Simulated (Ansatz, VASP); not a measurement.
**Pd in VASP and in Ansatz**

File INCAR:

```
ALGO = Normal
EDIFF = 1E-7
ENCUT = 520
ISIF = 2
ISMEAR = -1
LASPH = True
LCHARG = True
LELF = True
LREAL = False
LVHAR = True
LWAVE = False
NBANDS = 11
NELM = 60
PREC = Accurate
SIGMA = 0.05
```

File KPOINTS:

```
k-points
0
Gamma
  12 12 12
```

POSCAR

```
Pd
1.0
   -1.5617284606      1.5617284606      1.5617284606
    1.5617284606     -1.5617284606      1.5617284606
    1.5617284606      1.5617284606     -1.5617284606
Pd
1
Direct
    0.0000000000      0.0000000000      0.0000000000
```

File input.yaml:

```yaml
crystal:
  lattice:
    - [-1.5617284606, 1.5617284606, 1.5617284606]
    - [1.5617284606, -1.5617284606, 1.5617284606]
    - [1.5617284606, 1.5617284606, -1.5617284606]
  atoms:
    - { symbol: Pd, position: [0.0, 0.0, 0.0] }
kpoints:
  mp_grid: { grid: [12, 12, 12] }
scf:
  occupations: { method: fermi_dirac, width: 0.05 }
hamiltonian:
  xc: lda
  pseudopotentials: { kind: all_electron, lapw: { basis_error: 0.001 } }
output:
  forces: true
  stress: true
  eigenvalues: true
```

Change from the starting cell: volume scaled by 0.98.

Alike in both runs: task single point; functional LDA; k mesh 12 × 12 × 12; occupations fermi-dirac, width 0.05 eV; no spin polarisation.

|  | VASP | Ansatz |
| --- | --- | --- |
| version | VASP 6.6.1 | Ansatz 0.2.0 |
| potentials or method | VASP PAW LDA potentials, release 64 (Pd), cutoff 520 eV | all-electron LAPW, scalar-relativistic |

```tsv
	VASP	Ansatz	Ansatz less VASP
gap on the k mesh at the Fermi level (eV)	none	none	-
pressure (GPa)	-12.2	-12.4	-0.23
```

LDA's correlation is that of Perdew and Zunger in VASP and of Perdew and Wang (1992) in Ansatz. A gap of «none» marks a metal or a gap that the smearing closes. Ansatz ran all-electron here, and VASP with PAW potentials.
